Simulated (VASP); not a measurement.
# Yb3InC (Pm-3m) in VASP: notebook, part 2 of 2

VASP 6.6.1. Earlier steps stand in the parts before.

## Step 5: Single point, PBE

INCAR reads:

```
PREC = Accurate ; ENCUT = 600
EDIFF = 1E-6 ; ISMEAR = -1
SIGMA = 0.1 ; LREAL = F
LASPH = T ; NELM = 200
ALGO = Normal ; ISIF = 2
LWAVE = F ; LCHARG = T
GGA = PE ; LELF = T
LVHAR = T ; NBANDS = 52
GGA_COMPAT = F ; LMAXMIX = 6
```

KPOINTS reads:

```
regular mesh
0
Gamma
  5 5 5
```

POSCAR reads:

```
Yb3InC
1.0
    5.0632470000      0.0000000000      0.0000000000
    0.0000000000      5.0632470000      0.0000000000
    0.0000000000      0.0000000000      5.0632470000
Yb In C
3 1 1
Direct
    0.5000000000      0.0000000000      0.5000000000
    0.0000000000      0.5000000000      0.5000000000
    0.5000000000      0.5000000000      0.0000000000
    0.0000000000      0.0000000000      0.0000000000
    0.5000000000      0.5000000000      0.5000000000
```

Potentials or basis: VASP PAW PBE potentials, release 64 (Yb, In_d, C).

On the command line:

```bash
> cat potpaw_PBE.64/Yb/POTCAR potpaw_PBE.64/In_d/POTCAR potpaw_PBE.64/C/POTCAR > POTCAR
> mpirun -np 1 vasp_std > vasp.out
```

OUTCAR:

```text
PREC = Accurate
   ENCUT = 600
   EDIFF = 1E-6
   ISMEAR = -1
   LREAL = F
   LASPH = T
   NELM = 200
   ISIF = 2
   GGA = PE

 ion  position               nearest neighbor table
   1  0.500  0.000  0.500-   5 2.53   5 2.53   4 3.58   2 3.58   3 3.58   4 3.58   2 3.58   3 3.58
                             3 3.58   3 3.58   2 3.58   4 3.58   4 3.58   2 3.58
   2  0.000  0.500  0.500-   5 2.53   5 2.53   4 3.58   1 3.58   3 3.58   4 3.58   1 3.58   4 3.58
                             4 3.58   1 3.58   3 3.58   3 3.58   3 3.58   1 3.58
   3  0.500  0.500  0.000-   5 2.53   5 2.53   4 3.58   1 3.58   1 3.58   2 3.58   2 3.58   1 3.58
                             4 3.58   1 3.58   2 3.58   4 3.58   2 3.58   4 3.58
   4  0.000  0.000  0.000-   1 3.58   2 3.58   3 3.58   1 3.58   2 3.58   2 3.58   3 3.58   2 3.58
                             1 3.58   3 3.58   1 3.58   3 3.58
   5  0.500  0.500  0.500-   1 2.53   2 2.53   3 2.53   3 2.53   1 2.53   2 2.53

  LATTYP: Found a simple cubic cell.
 ALAT       =     5.0632470000

  Lattice vectors:

 A1 = (   5.0632470000,   0.0000000000,   0.0000000000)
 A2 = (   0.0000000000,   5.0632470000,   0.0000000000)
 A3 = (   0.0000000000,   0.0000000000,   5.0632470000)

Analysis of symmetry for initial positions (statically):
=====================================================================
 Subroutine PRICEL returns:
 Original cell was already a primitive cell.

 Routine SETGRP: Setting up the symmetry group for a
 simple cubic supercell.

 Subroutine GETGRP returns: Found 48 space group operations
 (whereof 48 operations were pure point group operations)
 out of a pool of 48 trial point group operations.

The static configuration has the point symmetry O_h .

Analysis of symmetry for dynamics (positions and initial velocities):
=====================================================================
 Subroutine PRICEL returns:
 Original cell was already a primitive cell.
[... 116 lines left out ...]
   IALGO  =     38    algorithm
   IMIX   =      4    mixing-type and parameters
     AMIX     =   0.40;   BMIX     =  1.00
     AMIX_MAG =   1.60;   BMIX_MAG =  1.00
  volume/ion in A,a.u.               =      25.96       175.19
  Fermi-wavevector in a.u.,A,eV,Ry     =   1.443585  2.727980 28.353696  2.083938
  Thomas-Fermi vector in A             =   2.561976
   LORBIT       =      0    0 simple, 1 ext, 2 COOP (PROOUT), +10 PAW based schemes
   GGA     = PE    functional components
   LHFCALC =     F    Hartree Fock is set to
   AEXX    =    0.0000 exact exchange contribution
   IVDW    =     0    specifies the selected vdW correction
   LEPSILON=     F    determine dielectric tensor
   LRPA    =     F    only Hartree local field effects (RPA)
 non-spin polarized calculation
  energy-cutoff  :      600.00
  volume of cell :      129.80
 maximum number of plane-waves:      4385
   NGX = 21   NGY = 21   NGZ = 21

 number of electron      89.0000076 magnetization

 Free energy of the ion-electron system (eV)
  ---------------------------------------------------
  ext. energy  EPLUGINS =         0.00000000
  ---------------------------------------------------
  free energy    TOTEN  =       -23.56758992 eV

  energy without entropy =      -23.10119593  energy(sigma->0) =      -23.33439292

 E-fermi :   2.6879     XC(G=0): -10.1034

 val. band max:        2.6846208497   @ k =   0.4000   0.2000   0.2000
 cond. band min:       2.7112416396   @ k =   0.0000   0.0000   0.0000
 fundamental gap:      0.0266207899
 Fermi energy:         2.6879216970

 k-point     1 :       0.0000    0.0000    0.0000
  band No.  band energies     occupation
      1     -48.7816      2.00000
      2     -48.7553      2.00000
      3     -48.7553      2.00000
      4     -21.1914      2.00000
      5     -21.1914      2.00000
      6     -21.1914      2.00000
[... 539 lines left out ...]
     51       5.8151      0.00000
     52       6.1942      0.00000

------------------------ aborting loop because EDIFF is reached ----------------------------------------

  FORCE on cell =-STRESS in cart. coord.  units (eV):
  Direction    XX          YY          ZZ          XY          YZ          ZX
  --------------------------------------------------------------------------------------
  -------------------------------------------------------------------------------------
  Total       -2.0032133     -2.0032133     -2.0032133      0.0000000      0.0000000     -0.0000000
  in kB      -24.7258050    -24.7258050    -24.7258050      0.0000000      0.0000000     -0.0000000
  external PRESSURE =     -24.7258050 kB  Pullay stress =       0.0000000 kB

 VOLUME and BASIS-vectors are now :
 -----------------------------------------------------------------------------
  energy-cutoff  :      600.00
  volume of cell :      129.80
      direct lattice vectors                 reciprocal lattice vectors
     5.063247000  0.000000000  0.000000000     0.197501722  0.000000000  0.000000000
     0.000000000  5.063247000  0.000000000     0.000000000  0.197501722  0.000000000
     0.000000000  0.000000000  5.063247000     0.000000000  0.000000000  0.197501722

 POSITION                                       TOTAL-FORCE (eV/Angst)
 -----------------------------------------------------------------------------------
      2.53162      0.00000      2.53162         0.000000      0.000000      0.000000
      0.00000      2.53162      2.53162         0.000000      0.000000      0.000000
      2.53162      2.53162      0.00000         0.000000      0.000000      0.000000
      0.00000      0.00000      0.00000         0.000000      0.000000      0.000000
      2.53162      2.53162      2.53162         0.000000      0.000000      0.000000
 -----------------------------------------------------------------------------------
    total drift:                               -0.000000     -0.000000     -0.000000

  FREE ENERGIE OF THE ION-ELECTRON SYSTEM (eV)
  ---------------------------------------------------
  free  energy   TOTEN  =       -23.5675899171 eV

  energy  without entropy=      -23.1011959253  energy(sigma->0) =      -23.33439292
```

OSZICAR:

```text
N       E                     dE             d eps       ncg     rms          rms(c)
DAV:   1     0.103379893031E+04    0.10338E+04   -0.29994E+04  1600   0.119E+04
DAV:   2     0.268971397881E+03   -0.76483E+03   -0.72922E+03  1680   0.175E+03
DAV:   3     0.304171324757E+02   -0.23855E+03   -0.23411E+03  1468   0.427E+02
[... 13 lines left out ...]
DAV:  83    -0.235676241317E+02   -0.32402E-05   -0.95152E-07   680   0.127E-02    0.738E-01
DAV:  84    -0.235676125306E+02    0.11601E-04   -0.54514E-07   568   0.289E-02    0.732E-01
DAV:  85    -0.235676027543E+02    0.97763E-05   -0.34022E-07   576   0.211E-02    0.743E-01
DAV:  86    -0.235675904060E+02    0.12348E-04   -0.17064E-06   728   0.428E-02    0.747E-01
DAV:  87    -0.235675899171E+02    0.48887E-06   -0.97615E-07   728   0.141E-02
   1 F= -.23567590E+02 E0= -.23334393E+02  d E =-.466394E+00
```

stdout:

```text
POSCAR found type information on POSCAR YbInC
 POSCAR found :  3 types and       5 ions
 scaLAPACK will be used
 LDA part: xc-table for (Slater+PW92), standard interpolation
 POSCAR, INCAR and KPOINTS ok, starting setup
 FFT: planning ... GRIDC
 FFT: planning ... GRID_SOFT
 FFT: planning ... GRID
 WAVECAR not read
 entering main loop
```

Run time: 5.4 min. Hardware: 1 thread of Intel Xeon 6975P-C (Granite Rapids), shared host; peak memory 0.29 GiB.

Results:

```yaml
Free_energy: -23.5676 eV
Pressure: -2.5 GPa
Band_gap_on_the_k_mesh: zero (an odd number of electrons rules out a gap without spin polarisation)
```

Caveat: spin-orbit coupling is left out, which moves the levels of the heavy elements.

## Step 6: Single point, PBE

INCAR reads:

```
PREC = Accurate
ENCUT = 600
EDIFF = 1E-6
ISMEAR = -1
SIGMA = 0.1
LREAL = F
LASPH = T
NELM = 200
ALGO = Normal
ISIF = 2
LWAVE = F
LCHARG = F
GGA = PE
NBANDS = 52
GGA_COMPAT = F
LMAXMIX = 6
```

KPOINTS reads:

```
Automatic mesh
0
Gamma
  6 6 6
```

POSCAR is that of step 5.

Potentials or basis: VASP PAW PBE potentials, release 64 (Yb, In_d, C).

On the command line:

```bash
> cat potpaw_PBE.64/Yb/POTCAR potpaw_PBE.64/In_d/POTCAR potpaw_PBE.64/C/POTCAR > POTCAR
> mpirun -np 1 vasp_std > vasp.out
```

Run time: 8.6 min. Hardware: 1 thread of Intel Xeon 6975P-C (Granite Rapids), shared host; peak memory 0.35 GiB.

The run converged. Its results:

| Quantity | Value |
| --- | --- |
| Free energy | -23.5680 eV |
| Pressure | -3.6 GPa |
| Band gap on the k mesh | zero (an odd number of electrons rules out a gap without spin polarisation) |

Levels at points of the mesh, in eV from the Fermi level:
| k point | band 42 | band 43 | band 44 | band 45 | band 46 | band 47 | band 48 | band 49 |
| --- | --- | --- | --- | --- | --- | --- | --- | --- |
| (0.00, 0.00, 0.00) | 0.03 | 0.03 | 0.11 | 0.11 | 1.16 | 1.16 | 1.16 | 2.05 |
| (0.50, 0.00, 0.00) | -0.27 | -0.07 | -0.07 | 0.14 | 0.14 | 1.53 | 1.65 | 2.91 |
| (0.50, 0.50, 0.00) | -0.44 | -0.38 | -0.22 | -0.22 | 0.07 | 1.73 | 2.60 | 2.60 |
| (0.50, 0.50, 0.50) | -0.44 | -0.41 | -0.25 | -0.25 | -0.25 | 1.96 | 1.96 | 1.96 |

Caveat: the cell stands under tension; spin-orbit coupling is left out, which moves the levels of the heavy elements. Spin polarisation is off, so any magnetic state and its effect on volume and gap are missing.

## Step 7: Summary

```tsv
k mesh	gap on the mesh (eV)	pressure (GPa)
2 × 2 × 2	none	-3.4
3 × 3 × 3	none	-2.0
4 × 4 × 4	none	-3.8
5 × 5 × 5	none	-2.5
6 × 6 × 6	none	-3.6
```

Alike in all rows: task single point; level PBE; potentials or basis VASP PAW PBE potentials, release 64 (Yb, In_d, C); no spin polarisation; cell as given; cutoff (eV) 600; smearing fermi-dirac 0.1 eV.

Caveats: some runs use coarse meshes; spin-orbit coupling is left out, which moves the levels of the heavy elements; the cell stands under tension (at least some runs).

Total energies depend on the potentials used, so only differences within one code and one set of settings carry meaning.
